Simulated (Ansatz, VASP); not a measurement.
# One calculation of Ti3Zn, two programs

```
Ti Zn
1.0
     3.87749    0.10500    0.10500
     0.10500    3.87749    0.10500
     0.10500    0.10500    3.87749
Ti Zn
3 1
Direct
  0.00000 0.50000 0.50000
  0.50000 0.00000 0.50000
  0.50000 0.50000 0.00000
  0.00000 0.00000 0.00000
```

Alike in both runs: task single point; functional LDA; k mesh 12 × 12 × 12; occupations gaussian, width 0.15 eV; no spin polarisation.

|  | VASP | Ansatz |
| --- | --- | --- |
| version | VASP 6.6.1 | Ansatz 0.2.0 |
| potentials or method | VASP PAW LDA potentials, release 64 (Ti_sv, Zn), cutoff 520 eV | scalar-relativistic, plane waves, PAW |
| valence electrons in the cell | 48 | 48 |

VASP gave:

| Quantity | Value |
| --- | --- |
| gap on the k mesh at the Fermi level (eV) | none |
| pressure (GPa) | 4.6 |
| traceless stress, the component that is largest in VASP (GPa) | -4.92 |

Q: Which values does Ansatz return?

A: gap on the k mesh at the Fermi level (eV): none; pressure (GPa): 4.4; traceless stress, the component that is largest in VASP (GPa): -4.91.

LDA's correlation is that of Perdew and Zunger in VASP and of Perdew and Wang (1992) in Ansatz. A gap of «none» marks a metal or a gap that the smearing closes.
